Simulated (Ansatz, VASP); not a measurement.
Al in VASP and in Ansatz

```
Al
1.0
     0.00000    2.04422    2.02398
     2.02398    0.00000    2.02398
     2.02398    2.04422    0.00000
Al
1
Direct
  0.00000 0.00000 0.00000
```

Change from the starting cell: strain +0.0100 x Voigt [0, 1, 0, 0, 0, 0], atoms carried along.

Alike in both runs: task single point; functional PBEsol; k mesh 20 × 20 × 20; occupations gaussian, width 0.15 eV; no spin polarisation.

|  | VASP | Ansatz |
| --- | --- | --- |
| version | VASP 6.6.1 | Ansatz 0.2.0 |
| potentials or method | VASP PAW PBE potentials, release 64 (Al), cutoff 520 eV | scalar-relativistic, plane waves, PAW |
| valence electrons in the cell | 3 | 3 |

|  | VASP | Ansatz | Ansatz less VASP |
| --- | --- | --- | --- |
| gap on the k mesh at the Fermi level (eV) | none | none | - |
| pressure (GPa) | -2.6 | -2.6 | -0.05 |
| traceless stress, the component that is largest in VASP (GPa) | -0.12 | -0.12 | -0.001 |

VASP's potentials were made for PBE, not for PBEsol. A gap of «none» marks a metal or a gap that the smearing closes.
